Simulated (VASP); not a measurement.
# Cd (P6_3/mmc) in VASP: single point with LDA

Aim: the single point of Cd with LDA.

Program: VASP 6.6.1. These are calculated values, not measurements. Logs are shortened: lines on timing, memory, paths and dates and some standing lists are left out, and cuts for length are marked.

## (1) The cell of the first run

Symmetry: P6_3/mmc, No. 194, hexagonal system. Conventional cell: a = 2.921 Å, b = 2.921 Å, c = 5.393 Å, α = 90.00°, β = 90.00°, γ = 120.00°. Within 3.8 Å of Cd (site symmetry -6m2) lie 12 Cd at 2.92 to 3.18 Å.

## (2) Single point, LDA

File INCAR:

```
PREC     = Accurate       # precision mode
ENCUT    = 630            # plane-wave cutoff, eV
EDIFF    = 1E-6           # SCF threshold, eV
ISMEAR   = 0              # smearing method
SIGMA    = 0.05           # smearing width, eV
LREAL    = F              # projectors in reciprocal space
LASPH    = T              # aspherical terms in the spheres
NELM     = 120            # most SCF steps
ALGO     = Normal         # electronic algorithm
ISIF     = 2              # what is computed and relaxed
LWAVE    = F              # write WAVECAR
LCHARG   = T              # write CHGCAR
LELF     = T              # ELF
LVHAR    = T            
NBANDS   = 27             # bands
GGA_COMPAT= F
```

File KPOINTS:

```
regular mesh
0
Gamma
  16 16 8
```

File POSCAR:

```
Cd
1.0
    2.9206827761      0.0000000000      0.0000000000
   -1.4603413881      2.5293854805      0.0000000000
    0.0000000000      0.0000000000      5.3927078250
Cd
2
Direct
    0.3333333333      0.6666666667      0.7500000000
    0.6666666667      0.3333333333      0.2500000000
```

Potentials or basis: VASP PAW LDA potentials, release 64 (Cd_sv_GW).

Command:

```bash
cat potpaw_LDA.64/Cd_sv_GW/POTCAR > POTCAR
mpirun -np 1 vasp_std > vasp.out
```

OUTCAR:

```text
PREC = Accurate
   ENCUT = 630
   EDIFF = 1E-6
   ISMEAR = 0
   LREAL = F
   LASPH = T
   NELM = 120
   ISIF = 2

 ion  position               nearest neighbor table
   1  0.333  0.667  0.750-
   2  0.667  0.333  0.250-

  LATTYP: Found a hexagonal cell.
 ALAT       =     2.9206827761
 C/A-ratio  =     1.8463860126

  Lattice vectors:

 A1 = (   2.9206827761,   0.0000000000,   0.0000000000)
 A2 = (  -1.4603413881,   2.5293854805,   0.0000000000)
 A3 = (   0.0000000000,   0.0000000000,   5.3927078250)

Analysis of symmetry for initial positions (statically):
=====================================================================
 Subroutine PRICEL returns:
 Original cell was already a primitive cell.

 Routine SETGRP: Setting up the symmetry group for a
 hexagonal supercell.

 Subroutine GETGRP returns: Found 24 space group operations
 (whereof 12 operations were pure point group operations)
 out of a pool of 24 trial point group operations.

The static configuration has the point symmetry D_3d.
 The point group associated with its full space group is D_6h.

Analysis of symmetry for dynamics (positions and initial velocities):
=====================================================================
 Subroutine PRICEL returns:
 Original cell was already a primitive cell.

 Routine SETGRP: Setting up the symmetry group for a
 hexagonal supercell.

 Subroutine GETGRP returns: Found 24 space group operations
 (whereof 12 operations were pure point group operations)
 out of a pool of 24 trial point group operations.

The dynamic configuration has the point symmetry D_3d.
 The point group associated with its full space group is D_6h.

 Subroutine INISYM returns: Found 24 space group operations
 (whereof 12 operations are pure point group operations),
 and found     1 'primitive' translations

----------------------------------------------------------------------------------------

                                     Primitive cell

  volume of cell :      39.8388

  direct lattice vectors                    reciprocal lattice vectors
     2.920682776  0.000000000  0.000000000     0.342385694  0.197676473  0.000000000
    -1.460341388  2.529385480  0.000000000     0.000000000  0.395352945  0.000000000
     0.000000000  0.000000000  5.392707825     0.000000000  0.000000000  0.185435598

  length of vectors
     2.920682776  2.920682776  5.392707825     0.395352945  0.395352945  0.185435598

  position of ions in fractional coordinates (direct lattice)
     0.333333333  0.666666667  0.750000000
     0.666666667  0.333333333  0.250000000

  ion indices of the primitive-cell ions
   primitive index   ion index
                 1           1
                 2           2

----------------------------------------------------------------------------------------

 KPOINTS: regular mesh

Automatic generation of k-mesh.
 Grid dimensions read from file:
 generate k-points for:   16   16    8

 Generating k-lattice:

  Cartesian coordinates                     Fractional coordinates (reciprocal lattice)
     0.021399106  0.012354780  0.000000000     0.062500000  0.000000000  0.000000000
     0.000000000  0.024709559  0.000000000     0.000000000  0.062500000  0.000000000
     0.000000000  0.000000000  0.023179450     0.000000000  0.000000000  0.125000000

  Length of vectors
     0.024709559  0.024709559  0.023179450

  Shift w.r.t. Gamma in fractional coordinates (k-lattice)
     0.000000000  0.000000000  0.000000000

 Subroutine IBZKPT returns following result:
 ===========================================

 Found    150 irreducible k-points:

 Following reciprocal coordinates:
            Coordinates               Weight
  0.000000  0.000000  0.000000      1.000000
  0.062500 -0.000000  0.000000      6.000000
  0.125000 -0.000000  0.000000      6.000000
  0.187500  0.000000  0.000000      6.000000
  0.250000 -0.000000  0.000000      6.000000
  0.312500 -0.000000  0.000000      6.000000
[... 16 lines left out ...]
  0.187500  0.187500  0.000000      6.000000
  0.250000  0.187500  0.000000     12.000000
 [... further k-points ...]
   k-points           NKPTS =    150   k-points in BZ     NKDIM =    150   number of bands    NBANDS=     27
   number of dos      NEDOS =    301   number of ions     NIONS =      2
   total plane-waves  NPLWV =  27648
   dimension x,y,z NGX =    24 NGY =   24 NGZ =   48
   dimension x,y,z NGXF=    48 NGYF=   48 NGZF=   96
   ions per type =               2
   NGX,Y,Z   is equivalent  to a cutoff of  13.66, 13.66, 14.80 a.u.
   NGXF,Y,Z  is equivalent  to a cutoff of  27.32, 27.32, 29.59 a.u.
 SYSTEM =  unknown system
   PREC   = accura    normal or accurate (medium, high low for compatibility)
   ISTART =      0    job   : 0-new  1-cont  2-samecut
   ICHARG =      2    charge: 1-file 2-atom 10-const
   ISPIN  =      1    spin polarized calculation?
   LNONCOLLINEAR =      F non collinear calculations
   LSORBIT =      F    spin-orbit coupling
   LASPH  =      T    aspherical Exc in radial PAW
   ENCUT  =  630.0 eV  46.30 Ry    6.80 a.u.   5.98  5.98 11.04*2*pi/ulx,y,z
   NELM   =    120;   NELMIN=  2; NELMDL= -5     # of ELM steps
   EDIFF  = 0.1E-05   stopping-criterion for ELM
   LREAL  =      F    real-space projection
   EDIFFG = 0.1E-04   stopping-criterion for IOM
   NSW    =      0    number of steps for IOM
   IBRION =     -1    ionic relax: 0-MD 1-quasi-New 2-CG
   NFREE  =      0    steps in history (QN), initial steepest desc. (CG)
   ISIF   =      2    stress and relaxation
   ISYM   =      2    0-nonsym 1-usesym 2-fastsym
   POTIM  = 0.5000    time-step for ionic-motion
   TEBEG  =    0.0;   TEEND  =   0.0 temperature during run
   PSTRESS=    0.0 pullay stress
   NELECT =      40.0000    total number of electrons
   NUPDOWN=      -1.0000    fix difference up-down
   EMIN   =  10.00;   EMAX   =-10.00  energy-range for DOS
   EFERMI =   0.00;   METHOD = LEGACY
   ISMEAR =     0;   SIGMA  =   0.05  broadening in eV -4-tet -1-fermi 0-gaus
   EFERMI_NEDOS =   21; number of points for ismear=-14 and -15
   IALGO  =     38    algorithm
   IMIX   =      4    mixing-type and parameters
     AMIX     =   0.40;   BMIX     =  1.00
     AMIX_MAG =   1.60;   BMIX_MAG =  1.00
  volume/ion in A,a.u.               =      19.92       134.42
  Fermi-wavevector in a.u.,A,eV,Ry     =   1.639304  3.097835 36.563158  2.687316
  Thomas-Fermi vector in A             =   2.730132
   LORBIT       =      0    0 simple, 1 ext, 2 COOP (PROOUT), +10 PAW based schemes
   GGA     = CA    functional components
   LHFCALC =     F    Hartree Fock is set to
   AEXX    =    0.0000 exact exchange contribution
   IVDW    =     0    specifies the selected vdW correction
   LEPSILON=     F    determine dielectric tensor
   LRPA    =     F    only Hartree local field effects (RPA)
 non-spin polarized calculation
 Gauss-broadening in eV      SIGMA  =   0.05
  energy-cutoff  :      630.00
  volume of cell :       39.84
 maximum number of plane-waves:      1466
 NGX is ok and might be reduce to    24
   NGX = 11   NGY = 11   NGZ = 23

 number of electron      39.9999980 magnetization

 Free energy of the ion-electron system (eV)
  ---------------------------------------------------
  ext. energy  EPLUGINS =         0.00000000
  ---------------------------------------------------
  free energy    TOTEN  =        -3.07594534 eV

  energy without entropy =       -3.07558153  energy(sigma->0) =       -3.07576343

 E-fermi :   7.1462     XC(G=0): -12.1360

 val. band max:        7.1392458108   @ k =   0.2500   0.1875   0.0000
 cond. band min:       7.1477618074   @ k =   0.3125  -0.0000   0.0000
 fundamental gap:      0.0085159966
 Fermi energy:         7.1461796359

 k-point     1 :       0.0000    0.0000    0.0000
  band No.  band energies     occupation
      1     -95.5342      2.00000
      2     -95.5321      2.00000
      3     -56.9163      2.00000
      4     -56.8843      2.00000
      5     -56.8678      2.00000
      6     -56.8678      2.00000
[... 19 lines left out ...]
     26      22.2308      0.00000
     27      23.3641      0.00000

 k-point     2 :       0.0625   -0.0000    0.0000
  band No.  band energies     occupation
      1     -95.5340      2.00000
      2     -95.5319      2.00000
      3     -56.9159      2.00000
      4     -56.8843      2.00000
      5     -56.8705      2.00000
      6     -56.8686      2.00000
[... 19 lines left out ...]
     26      22.7343      0.00000
     27      23.2959      0.00000

 k-point     3 :       0.1250   -0.0000    0.0000
  band No.  band energies     occupation
      1     -95.5333      2.00000
      2     -95.5313      2.00000
      3     -56.9143      2.00000
      4     -56.8843      2.00000
      5     -56.8780      2.00000
      6     -56.8745      2.00000
[... 19 lines left out ...]
     26      22.5954      0.00000
     27      22.6506      0.00000

 k-point     4 :       0.1875    0.0000    0.0000
  band No.  band energies     occupation
      1     -95.5322      2.00000
      2     -95.5304      2.00000
      3     -56.9118      2.00000
      4     -56.8891      2.00000
      5     -56.8857      2.00000
      6     -56.8844      2.00000
[... 19 lines left out ...]
     26      20.6430      0.00000
     27      21.0841      0.00000

 k-point     5 :       0.2500   -0.0000    0.0000
  band No.  band energies     occupation
      1     -95.5310      2.00000
      2     -95.5294      2.00000
      3     -56.9086      2.00000
      4     -56.9023      2.00000
      5     -56.8989      2.00000
      6     -56.8847      2.00000
[... 19 lines left out ...]
     26      20.6110      0.00000
     27      20.6398      0.00000

 k-point     6 :       0.3125   -0.0000    0.0000
  band No.  band energies     occupation
      1     -95.5298      2.00000
      2     -95.5284      2.00000
      3     -56.9154      2.00000
      4     -56.9120      2.00000
      5     -56.9052      2.00000
      6     -56.8852      2.00000
[... 444 lines left out ...]
      1     -95.5277      2.00000
      2     -95.5269      2.00000
      3     -56.9313      2.00000
      4     -56.9279      2.00000
      5     -56.8981      2.00000
      6     -56.8919      2.00000
[... 19 lines left out ...]
     26      18.1525      0.00000
     27      18.6484      0.00000

 k-point    22 :       0.4375    0.1250    0.0000
  band No.  band energies     occupation
      1     -95.5274      2.00000
      2     -95.5268      2.00000
      3     -56.9335      2.00000
      4     -56.9299      2.00000
      5     -56.8970      2.00000
      6     -56.8928      2.00000
[... 19 lines left out ...]
     26      18.0122      0.00000
     27      18.5609      0.00000

 k-point    23 :       0.1875    0.1875    0.0000
  band No.  band energies     occupation
      1     -95.5295      2.00000
      2     -95.5282      2.00000
      3     -56.9124      2.00000
      4     -56.9117      2.00000
      5     -56.9043      2.00000
      6     -56.8857      2.00000
[... 19 lines left out ...]
     26      17.8391      0.00000
     27      18.3058      0.00000

 k-point    24 :       0.2500    0.1875    0.0000
  band No.  band energies     occupation
      1     -95.5285      2.00000
      2     -95.5275      2.00000
      3     -56.9201      2.00000
      4     -56.9188      2.00000
      5     -56.9011      2.00000
      6     -56.8915      2.00000
[... 19 lines left out ...]
     26      17.0295      0.00000
     27      17.6822      0.00000

 [... further k-points ...]
[... 5 lines left out ...]
  --------------------------------------------------------------------------------------
  -------------------------------------------------------------------------------------
  Total       -0.0026453     -0.0026453     -0.0709306      0.0000000     -0.0000000      0.0000000
  in kB       -0.1063848     -0.1063848     -2.8525794      0.0000000     -0.0000000      0.0000000
  external PRESSURE =      -1.0217830 kB  Pullay stress =       0.0000000 kB

 VOLUME and BASIS-vectors are now :
 -----------------------------------------------------------------------------
  energy-cutoff  :      630.00
  volume of cell :       39.84
      direct lattice vectors                 reciprocal lattice vectors
     2.920682776  0.000000000  0.000000000     0.342385694  0.197676473  0.000000000
    -1.460341388  2.529385480  0.000000000     0.000000000  0.395352945  0.000000000
     0.000000000  0.000000000  5.392707825     0.000000000  0.000000000  0.185435598

 POSITION                                       TOTAL-FORCE (eV/Angst)
 -----------------------------------------------------------------------------------
     -0.00000      1.68626      4.04453         0.000000     -0.000000      0.000000
      1.46034      0.84313      1.34818        -0.000000      0.000000      0.000000
 -----------------------------------------------------------------------------------
    total drift:                               -0.000001      0.000000     -0.000000

  FREE ENERGIE OF THE ION-ELECTRON SYSTEM (eV)
  ---------------------------------------------------
  free  energy   TOTEN  =        -3.0759453405 eV

  energy  without entropy=       -3.0755815266  energy(sigma->0) =       -3.07576343
```

Wall time 2.2 min (1 thread of Intel Xeon 6975P-C (Granite Rapids), shared host); peak memory 0.31 GiB.

What came out:

```yaml
Free_energy: -3.0759 eV
Pressure: -0.1 GPa
Band_gap_on_the_k_mesh: zero (bands 20 and 21 overlap by 3.91 eV)
```
